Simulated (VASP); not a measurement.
Wanted: the native input for a VASP 6.6.1 run.

| Item | Value |
| --- | --- |
| Task | single point |
| Functional | LDA |
| Potentials or basis | VASP PAW LDA potentials, release 64 (In_d, Cu) |
| Cutoff | 520 eV |
| k mesh | 5 × 5 × 5 |
| Occupations | gaussian, width 0.05 eV |
| Spin | no spin polarisation |
| Dipole correction | no |
| Further INCAR settings | ALGO = Normal; EDIFF = 1e-06; NBANDS = 33 |

The structure of In3Cu lies in POSCAR:

```
In3Cu
1.0
    4.4827700000      0.0000000000      0.0000000000
    0.0000000000      4.4827700000      0.0000000000
    0.0000000000      0.0000000000      4.4827700000
In Cu
3 1
Direct
    0.0000000000      0.5000000000      0.5000000000
    0.5000000000      0.0000000000      0.5000000000
    0.5000000000      0.5000000000      0.0000000000
    0.0000000000      0.0000000000      0.0000000000
```

These files were run (other wordings do the same):

INCAR

```
PREC     = Accurate       # precision mode
ENCUT    = 520            # plane-wave cutoff, eV
EDIFF    = 1E-6           # SCF threshold, eV
ISMEAR   = 0              # smearing method
SIGMA    = 0.05           # smearing width, eV
LREAL    = False          # projectors in reciprocal space
LASPH    = True           # aspherical terms in the spheres
NELM     = 80             # most SCF steps
ALGO     = Normal         # electronic algorithm
ISIF     = 2              # what is computed and relaxed
LWAVE    = False          # write WAVECAR
LCHARG   = False          # write CHGCAR
GGA      = CA             # functional
NBANDS   = 33             # bands
```

KPOINTS

```
regular mesh
0
Gamma
  5 5 5
```

Potentials or basis: VASP PAW LDA potentials, release 64 (In_d, Cu).

Run with:

```sh
$ cat potpaw_LDA.64/In_d/POTCAR potpaw_LDA.64/Cu/POTCAR > POTCAR
$ mpirun -np 1 vasp_std > vasp.out
```

Results of the run:

The pressure is -4.7 GPa and the band gap on the k mesh is zero (band 25 reaches 8.58 eV, above the bottom of band 26 at 5.68 eV).

Caveat: spin-orbit coupling is left out, which moves the levels of the heavy elements.

It took 32 s on 1 thread of Intel(R) Xeon(R) Platinum 8488C (Sapphire Rapids), with other jobs on the host, peak memory 0.18 GiB.
